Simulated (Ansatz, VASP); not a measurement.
## Te in VASP and in Ansatz

```
CELL_PARAMETERS angstrom
2.24958 1.29879 1.68358
-2.24958 1.29879 1.68358
0.00000 -2.59759 1.68358
ATOMIC_POSITIONS crystal
Te 0.50000 0.50000 0.50000
```

Alike in both runs: task single point; functional PBEsol; k mesh 15 × 15 × 15; occupations gaussian, width 0.15 eV; no spin polarisation.

```csv
,VASP,Ansatz
version,VASP 6.6.1,Ansatz 0.2.0
potentials or method,"VASP PAW PBE potentials, release 64 (Te), cutoff 520 eV","scalar-relativistic, plane waves, PAW"
valence electrons in the cell,6,16
```

VASP gave:

```
gap on the k mesh at the Fermi level (eV)                     : none
pressure (GPa)                                                : 3.4
traceless stress, the component that is largest in VASP (GPa) : -0.24
```

Problem. Which values does Ansatz return?

Solution. gap on the k mesh at the Fermi level (eV): none; pressure (GPa): 3.3; traceless stress, the component that is largest in VASP (GPa): -0.22.

VASP's potentials were made for PBE, not for PBEsol. A gap of «none» marks a metal or a gap that the smearing closes. With one functional, cell and mesh, what is left measures potentials, basis and numerics. VASP's potentials hold 6 valence electrons a cell and Ansatz's 16, so a difference there can come from the potentials and not from the codes.

Spin-orbit coupling is off throughout.
